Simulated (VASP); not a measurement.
# BP in VASP: a series of runs, part 2 of 2

VASP 6.6.1. The steps go on from the part before.

**4. Single point, LDA (strain -0.040 along x and y, +0.000 along z)**

Contents of INCAR:

```
PREC = Accurate ; ENCUT = 500
EDIFF = 1E-6 ; ISMEAR = 0
SIGMA = 0.05 ; LREAL = F
LASPH = T ; NELM = 120
ALGO = Normal ; ISIF = 2
LWAVE = F ; LCHARG = F
NBANDS = 11 ; GGA_COMPAT = F
```

Contents of KPOINTS:

```
regular mesh
0
Gamma
  10 10 10
```

Contents of POSCAR:

```
BP
1.0
    0.0000000000      2.1782400000      2.2690000000
    2.1782400000      0.0000000000      2.2690000000
    2.1782400000      2.1782400000      0.0000000000
B P
1 1
Direct
    0.0000000000      0.0000000000      0.0000000000
    0.7500000000      0.7500000000      0.7500000000
```

Potentials or basis: VASP PAW LDA potentials, release 64 (B, P).

Started as:

```console
$ cat potpaw_LDA.64/B/POTCAR potpaw_LDA.64/P/POTCAR > POTCAR
$ mpirun -np 1 vasp_std > vasp.out
```

OUTCAR:

```text
PREC = Accurate
   ENCUT = 500
   EDIFF = 1E-6
   ISMEAR = 0
   LREAL = F
   LASPH = T
   NELM = 120
   ISIF = 2

 ion  position               nearest neighbor table
   1  0.000  0.000  0.000-   2 1.91   2 1.91   2 1.91   2 1.91
   2  0.750  0.750  0.750-   1 1.91   1 1.91   1 1.91   1 1.91

  LATTYP: Found a body centered tetragonal cell.
 ALAT       =     3.0804965501
 C/A-ratio  =     1.4731391275

  Lattice vectors:

 A1 = (  -2.1782400000,   0.0000000000,   2.2690000000)
 A2 = (   2.1782400000,   0.0000000000,   2.2690000000)
 A3 = (   0.0000000000,   2.1782400000,  -2.2690000000)

Analysis of symmetry for initial positions (statically):
=====================================================================
 Subroutine PRICEL returns:
 Original cell was already a primitive cell.

 Routine SETGRP: Setting up the symmetry group for a
 body centered tetragonal supercell.

 Subroutine GETGRP returns: Found  8 space group operations
 (whereof  8 operations were pure point group operations)
 out of a pool of 16 trial point group operations.

The static configuration has the point symmetry D_2d.

Analysis of symmetry for dynamics (positions and initial velocities):
=====================================================================
 Subroutine PRICEL returns:
 Original cell was already a primitive cell.

 Routine SETGRP: Setting up the symmetry group for a
 body centered tetragonal supercell.

 Subroutine GETGRP returns: Found  8 space group operations
 (whereof  8 operations were pure point group operations)
 out of a pool of 16 trial point group operations.

The dynamic configuration has the point symmetry D_2d.

 Subroutine INISYM returns: Found  8 space group operations
 (whereof  8 operations are pure point group operations),
 and found     1 'primitive' translations

----------------------------------------------------------------------------------------

                                     Primitive cell

  volume of cell :      21.5316

  direct lattice vectors                    reciprocal lattice vectors
     0.000000000  2.178240000  2.269000000    -0.229543117  0.229543117  0.220361393
     2.178240000  0.000000000  2.269000000     0.229543117 -0.229543117  0.220361393
     2.178240000  2.178240000  0.000000000     0.229543117  0.229543117 -0.220361393

  length of vectors
     3.145328361  3.145328361  3.080496550     0.392350900  0.392350900  0.392350900

  position of ions in fractional coordinates (direct lattice)
     0.000000000  0.000000000  0.000000000
     0.750000000  0.750000000  0.750000000

  ion indices of the primitive-cell ions
   primitive index   ion index
                 1           1
                 2           2

----------------------------------------------------------------------------------------

 KPOINTS: regular mesh

Automatic generation of k-mesh.
 Grid dimensions read from file:
 generate k-points for:   10   10   10

 Generating k-lattice:

  Cartesian coordinates                     Fractional coordinates (reciprocal lattice)
    -0.022954312  0.022954312  0.022036139     0.100000000  0.000000000  0.000000000
     0.022954312 -0.022954312  0.022036139     0.000000000  0.100000000  0.000000000
     0.022954312  0.022954312 -0.022036139    -0.000000000 -0.000000000  0.100000000

  Length of vectors
     0.039235090  0.039235090  0.039235090

  Shift w.r.t. Gamma in fractional coordinates (k-lattice)
     0.000000000  0.000000000  0.000000000

 Subroutine IBZKPT returns following result:
 ===========================================

 Found    102 irreducible k-points:

 Following reciprocal coordinates:
            Coordinates               Weight
  0.000000  0.000000  0.000000      1.000000
  0.100000  0.000000  0.000000      8.000000
  0.200000  0.000000  0.000000      8.000000
  0.300000  0.000000  0.000000      8.000000
  0.400000  0.000000  0.000000      8.000000
  0.500000  0.000000  0.000000      4.000000
[... 16 lines left out ...]
  0.300000  0.300000  0.000000      2.000000
  0.400000  0.300000  0.000000      8.000000
 [... further k-points ...]
   k-points           NKPTS =    102   k-points in BZ     NKDIM =    102   number of bands    NBANDS=     11
   number of dos      NEDOS =    301   number of ions     NIONS =      2
   total plane-waves  NPLWV =  13824
   dimension x,y,z NGX =    24 NGY =   24 NGZ =   24
   dimension x,y,z NGXF=    48 NGYF=   48 NGZF=   48
   ions per type =               1   1
   NGX,Y,Z   is equivalent  to a cutoff of  12.69, 12.69, 12.95 a.u.
   NGXF,Y,Z  is equivalent  to a cutoff of  25.37, 25.37, 25.90 a.u.
 SYSTEM =  unknown system
   PREC   = accura    normal or accurate (medium, high low for compatibility)
   ISTART =      0    job   : 0-new  1-cont  2-samecut
   ICHARG =      2    charge: 1-file 2-atom 10-const
   ISPIN  =      1    spin polarized calculation?
   LNONCOLLINEAR =      F non collinear calculations
   LSORBIT =      F    spin-orbit coupling
   LASPH  =      T    aspherical Exc in radial PAW
   ENCUT  =  500.0 eV  36.75 Ry    6.06 a.u.   5.73  5.73  5.62*2*pi/ulx,y,z
   NELM   =    120;   NELMIN=  2; NELMDL= -5     # of ELM steps
   EDIFF  = 0.1E-05   stopping-criterion for ELM
   LREAL  =      F    real-space projection
   EDIFFG = 0.1E-04   stopping-criterion for IOM
   NSW    =      0    number of steps for IOM
   IBRION =     -1    ionic relax: 0-MD 1-quasi-New 2-CG
   NFREE  =      0    steps in history (QN), initial steepest desc. (CG)
   ISIF   =      2    stress and relaxation
   ISYM   =      2    0-nonsym 1-usesym 2-fastsym
   POTIM  = 0.5000    time-step for ionic-motion
   TEBEG  =    0.0;   TEEND  =   0.0 temperature during run
   PSTRESS=    0.0 pullay stress
   NELECT =       8.0000    total number of electrons
   NUPDOWN=      -1.0000    fix difference up-down
   EMIN   =  10.00;   EMAX   =-10.00  energy-range for DOS
   EFERMI =   0.00;   METHOD = LEGACY
   ISMEAR =     0;   SIGMA  =   0.05  broadening in eV -4-tet -1-fermi 0-gaus
   EFERMI_NEDOS =   21; number of points for ismear=-14 and -15
   IALGO  =     38    algorithm
   IMIX   =      4    mixing-type and parameters
     AMIX     =   0.40;   BMIX     =  1.00
     AMIX_MAG =   1.60;   BMIX_MAG =  1.00
  volume/ion in A,a.u.               =      10.77        72.65
  Fermi-wavevector in a.u.,A,eV,Ry     =   1.176918  2.224052 18.845917  1.385136
  Thomas-Fermi vector in A             =   2.313274
   LORBIT       =      0    0 simple, 1 ext, 2 COOP (PROOUT), +10 PAW based schemes
   GGA     = CA    functional components
   LHFCALC =     F    Hartree Fock is set to
   AEXX    =    0.0000 exact exchange contribution
   IVDW    =     0    specifies the selected vdW correction
   LEPSILON=     F    determine dielectric tensor
   LRPA    =     F    only Hartree local field effects (RPA)
 non-spin polarized calculation
 Gauss-broadening in eV      SIGMA  =   0.05
  energy-cutoff  :      500.00
  volume of cell :       21.53
 maximum number of plane-waves:       557
   NGX = 11   NGY = 11   NGZ = 11

 number of electron       7.9999999 magnetization

 Free energy of the ion-electron system (eV)
  ---------------------------------------------------
  ext. energy  EPLUGINS =         0.00000000
  ---------------------------------------------------
  free energy    TOTEN  =       -14.34533787 eV

  energy without entropy =      -14.34533787  energy(sigma->0) =      -14.34533787

 E-fermi :   8.8637     XC(G=0): -11.4296

 val. band max:        8.5556152900   @ k =   0.0000   0.0000   0.0000
 cond. band min:       9.3286107832   @ k =   0.4000   0.0000   0.4000
 fundamental gap:      0.7729954932
 Fermi energy:         8.8636598127

 k-point     1 :       0.0000    0.0000    0.0000
  band No.  band energies     occupation
      1      -7.7183      2.00000
      2       8.1211      2.00000
      3       8.5556      2.00000
      4       8.5556      2.00000
      5      11.8661      0.00000
      6      11.8661      0.00000
      7      12.0811      0.00000
      8      17.0219      0.00000
      9      20.1844      0.00000
     10      20.3103      0.00000
     11      21.4216      0.00000
[... 309 lines left out ...]
 k-point    24 :       0.4000    0.3000    0.0000
  band No.  band energies     occupation
      1      -4.7208      2.00000
      2       1.8960      2.00000
      3       4.1920      2.00000
      4       4.9359      2.00000
      5      10.4644      0.00000
      6      12.2251      0.00000
      7      18.3842      0.00000
      8      18.4162      0.00000
      9      22.8539      0.00000
     10      24.3633      0.00000
     11      26.1945      0.00000

 [... further k-points ...]
[... 5 lines left out ...]
  --------------------------------------------------------------------------------------
  -------------------------------------------------------------------------------------
  Total        1.8238498      1.8238498      0.1699302      0.0000000      0.0000000      0.0000000
  in kB      135.7137044    135.7137044     12.6446009      0.0000000      0.0000000      0.0000000
  external PRESSURE =      94.6906699 kB  Pullay stress =       0.0000000 kB

 VOLUME and BASIS-vectors are now :
 -----------------------------------------------------------------------------
  energy-cutoff  :      500.00
  volume of cell :       21.53
      direct lattice vectors                 reciprocal lattice vectors
     0.000000000  2.178240000  2.269000000    -0.229543117  0.229543117  0.220361393
     2.178240000  0.000000000  2.269000000     0.229543117 -0.229543117  0.220361393
     2.178240000  2.178240000  0.000000000     0.229543117  0.229543117 -0.220361393

 POSITION                                       TOTAL-FORCE (eV/Angst)
 -----------------------------------------------------------------------------------
      0.00000      0.00000      0.00000         0.000000      0.000000      0.000000
      3.26736      3.26736      3.40350        -0.000000     -0.000000      0.000000
 -----------------------------------------------------------------------------------
    total drift:                                0.000000      0.000000     -0.000000

  FREE ENERGIE OF THE ION-ELECTRON SYSTEM (eV)
  ---------------------------------------------------
  free  energy   TOTEN  =       -14.3453378680 eV

  energy  without entropy=      -14.3453378680  energy(sigma->0) =      -14.34533787
```

stdout:

```text
POSCAR found type information on POSCAR B P
 POSCAR found :  2 types and       2 ions
 scaLAPACK will be used
 LDA part: xc-table for (Slater(with rela. corr.)+CA(PZ))
 , standard interpolation
 POSCAR, INCAR and KPOINTS ok, starting setup
 FFT: planning ... GRIDC
 FFT: planning ... GRID_SOFT
 FFT: planning ... GRID
 WAVECAR not read
 entering main loop
```

Run time: 11 s. Hardware: 1 thread of AMD EPYC 9R45 (Zen 5), shared host; peak memory 0.1 GiB.

Results:

```yaml
Free_energy: -14.3453 eV
Pressure: 9.5 GPa
Band_gap_on_the_k_mesh: 0.77 eV, indirect (least direct gap 3.31 eV)
```

Stress tensor (GPa, compression positive):
```
13.57  0.00  0.00
 0.00 13.57  0.00
 0.00  0.00  1.26
```

Caveat: the cell differs from its parent crystal (strain -0.040 along x and y, +0.000 along z). A k mesh can miss the band edges.

**5. Overview**

```csv
cell,smearing,gap on the mesh (eV),pressure (GPa)
"a = 3.466 Å, angles 60.0°, 2 atoms",tetrahedron,1.42,-27.7
"a = 3.017, b = 3.017, c = 2.952 Å, angles 60.7, 60.7, 58.6°, 2 atoms",gaussian 0.05 eV,0.57,42.4
"a = 3.145, b = 3.145, c = 3.080 Å, angles 60.7, 60.7, 58.6°, 2 atoms",gaussian 0.05 eV,0.77,9.5
```

Alike in all rows: task single point; level LDA; potentials or basis VASP PAW LDA potentials, release 64 (B, P); no spin polarisation; k mesh 10 × 10 × 10; cutoff (eV) 500.

Total energies depend on the potentials used, so only differences within one code and one set of settings carry meaning.
